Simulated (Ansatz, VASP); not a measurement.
# Cu: VASP beside Ansatz

```
CELL_PARAMETERS angstrom
11.57025 0.00000 0.00000
0.00000 2.23821 0.00000
-4.59562 0.00000 21.74339
ATOMIC_POSITIONS crystal
Cu 0.50000 0.50000 0.50000
```

Alike in both runs: task single point; functional PBE; k mesh 2 × 6 × 1; occupations gaussian, width 0.1 eV; no spin polarisation.

|  | VASP | Ansatz |
| --- | --- | --- |
| version | VASP 6.6.1 | Ansatz 0.2.0 |
| potentials or method | VASP PAW PBE potentials, release 64 (Cu), cutoff 520 eV | scalar-relativistic, plane waves, PAW |
| valence electrons in the cell | 11 | 19 |

VASP gave:

* pressure (GPa): 0.1
* traceless stress, the component that is largest in VASP (GPa): 0.18

Problem. Estimate Ansatz's values.

Solution. Pressure (GPa): 0.1; traceless stress, the component that is largest in VASP (GPa): 0.17.

VASP's potentials hold 11 valence electrons a cell and Ansatz's 19, so a difference there can come from the potentials and not from the codes.

The k mesh is coarse, so the values compare programs but aren't converged.
